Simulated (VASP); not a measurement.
# Tl12F (a cell with a defect) in VASP: further runs, part 2 of 2

VASP 6.6.1. The steps go on from the part before.

## 3. Single point, LDA

Contents of INCAR:

```
SYSTEM = Tl12F
ALGO = Normal ; EDIFF = 1E-6
ENCUT = 520 ; GGA_COMPAT = .False.
ISIF = 2 ; ISMEAR = -1
LASPH = .True. ; LCHARG = .True.
LELF = .True. ; LREAL = .False.
LVHAR = .True. ; LWAVE = .False.
NBANDS = 94 ; NELM = 120
PREC = Accurate ; SIGMA = 0.05
```

Contents of KPOINTS:

```
k-points
0
Gamma
  3 2 3
  0 0 0
```

Contents of POSCAR:

```
Tl12F
1.0
    6.9200000000      0.0000000000      0.0000000000
   -5.1900000000      8.9893440000      0.0000000000
    0.0000000000      0.0000000000      5.5325400000
Tl F
12 1
Direct
    0.0589419500      0.1045237561      0.0622137391
   -0.0556459373      0.1691002147      0.5476146580
   -0.0960877191      0.2984533688      0.0904286277
    0.2818834738      0.5035517608      0.5409631019
    0.1413631917      0.6967694194      0.0916396447
    0.1131980082      0.9063064001      0.5890603593
    0.4664355911      0.0159410965     -0.1075636145
    0.3735294769      0.2366134837      0.5954227172
    0.5826200824      0.3816630001      0.0517303083
    0.7734362273      0.6034255670      0.4866661606
    0.5755440581      0.6879701122     -0.0060550850
    0.5071158706      0.8362122976      0.4208193705
    0.8397180322      0.3602598810      0.6381878848
```

Potentials or basis: VASP PAW LDA potentials, release 64 (Tl_d, F).

Started as:

```sh
> cat potpaw_LDA.64/Tl_d/POTCAR potpaw_LDA.64/F/POTCAR > POTCAR
> mpirun -np 1 vasp_std > vasp.out
```

OUTCAR:

```text
SYSTEM = Tl12F
   EDIFF = 1E-6
   ENCUT = 520
   ISIF = 2
   ISMEAR = -1
   LASPH = .True.
   LREAL = .False.
   NELM = 120
   PREC = Accurate

 ion  position               nearest neighbor table
   1  0.059  0.105  0.062-   3 2.72   2 2.97   2 3.12   8 3.21   9 3.31   6 3.46   7 3.50   8 3.51
                             6 3.69   7 3.84  11 3.95  12 3.95
   2  0.944  0.169  0.548-  13 2.48   8 2.70   3 2.94   1 2.97   4 3.07   1 3.12  12 3.34   3 3.36
                             7 3.44   6 3.47
   3  0.904  0.298  0.090-  13 2.67   1 2.72   9 2.77   2 2.94   7 3.18   2 3.36   4 3.47   5 3.61
                             4 3.88
   4  0.282  0.504  0.541-  13 2.70  10 3.03   2 3.07  12 3.07   8 3.15  11 3.19   3 3.47  11 3.61
                             5 3.62   3 3.88   9 3.99   5 4.02   9 4.07
   5  0.141  0.697  0.092-  12 2.86  11 3.10  10 3.12   7 3.13   6 3.57   6 3.59   3 3.61   9 3.61
                             4 3.62  11 3.91  10 4.02   4 4.02
   6  0.113  0.906  0.589-   7 2.70  10 2.89   8 2.97  12 3.29   1 3.46   2 3.47   5 3.57   5 3.59
                             1 3.69  11 3.95  12 3.99
[... 1195 lines left out ...]

  FORCE on cell =-STRESS in cart. coord.  units (eV):
  Direction    XX          YY          ZZ          XY          YZ          ZX
  --------------------------------------------------------------------------------------
  -------------------------------------------------------------------------------------
  Total       14.9255236      9.4935063      5.0531660     -0.4338381      3.3333262      3.4841054
  in kB       69.4834704     44.1955528     23.5242338     -2.0196663     15.5177855     16.2197144
  external PRESSURE =      45.7344190 kB  Pullay stress =       0.0000000 kB

 VOLUME and BASIS-vectors are now :
 -----------------------------------------------------------------------------
  energy-cutoff  :      520.00
  volume of cell :      344.16
      direct lattice vectors                 reciprocal lattice vectors
     6.920000000  0.000000000  0.000000000     0.144508671  0.083432117  0.000000000
    -5.190000000  8.989344000  0.000000000     0.000000000  0.111242823  0.000000000
     0.000000000  0.000000000  5.532540000     0.000000000  0.000000000  0.180748806

 POSITION                                       TOTAL-FORCE (eV/Angst)
 -----------------------------------------------------------------------------------
     -0.13460      0.93960      0.34420         1.205094     -1.638628     -0.185010
      5.65730      1.52010      3.02970        -2.106701     -1.103109      0.537410
      4.70610      2.68290      0.50030        -0.556798      1.301107     -0.295207
     -0.66280      4.52660      2.99290        -0.609576      0.109032      0.104720
     -2.63800      6.26350      0.50700        -0.979267     -0.611069     -0.743516
     -3.92040      8.14710      3.25900        -1.053620     -0.881762     -0.992448
      3.14500      0.14330      4.93744         1.483002      0.447264      1.267820
      1.35680      2.12700      3.29420         1.928911      0.926935     -0.625262
      2.05090      3.43090      0.28620        -0.693146      0.613081      0.203873
      2.22040      5.42440      2.69250         0.350776     -0.462828      0.278092
      0.41220      6.18440      5.49904         0.642924      0.040001     -0.491009
     -0.83070      7.51700      2.32820         0.512847      1.084677      0.938852
      3.94110      3.23850      3.53080        -0.124446      0.175297      0.001686
 -----------------------------------------------------------------------------------
    total drift:                               -0.000087      0.000048     -0.000477

  FREE ENERGIE OF THE ION-ELECTRON SYSTEM (eV)
  ---------------------------------------------------
  free  energy   TOTEN  =       -37.1842341288 eV

  energy  without entropy=      -37.1409600943  energy(sigma->0) =      -37.16259711
```

Wall time 7 min (1 thread of Intel Xeon Platinum 8259CL at 2.50GHz (Skylake/Cascade Lake), shared host); peak memory 0.46 GiB.

What came out:

* Free energy: -37.1842 eV
* Pressure: 4.6 GPa
* Largest force: 2.438 eV/Å
* Band gap on the k mesh: zero (an odd number of electrons rules out a gap without spin polarisation)

Forces in eV/Å, atoms in the order of the input:
```
Tl   1.205 -1.639 -0.185
Tl  -2.107 -1.103  0.537
Tl  -0.557  1.301 -0.295
Tl  -0.610  0.109  0.105
Tl  -0.979 -0.611 -0.744
Tl  -1.054 -0.882 -0.992
Tl   1.483  0.447  1.268
Tl   1.929  0.927 -0.625
Tl  -0.693  0.613  0.204
Tl   0.351 -0.463  0.278
Tl   0.643  0.040 -0.491
Tl   0.513  1.085  0.939
F   -0.124  0.175  0.002
```

Levels at points of the mesh, in eV from the Fermi level:
```
           k point  band 78  band 79  band 80  band 81  band 82  band 83  band 84  band 85
(0.00, 0.00, 0.00)    -1.65    -1.06    -0.83    -0.36     0.03     0.06     0.48     0.66
(0.00, 0.50, 0.00)    -1.88    -1.04    -0.55    -0.39     0.06     0.14     0.43     0.87
```

Caveat: the k points lie up to 0.38 Å⁻¹ apart, too coarse for converged energies and pressures of a metal; the atoms stand as in a frame of molecular dynamics; spin-orbit coupling is left out, which moves the levels of the heavy elements; an odd number of electrons without spin polarisation forces a metal; a magnetic or distorted state may lie lower.
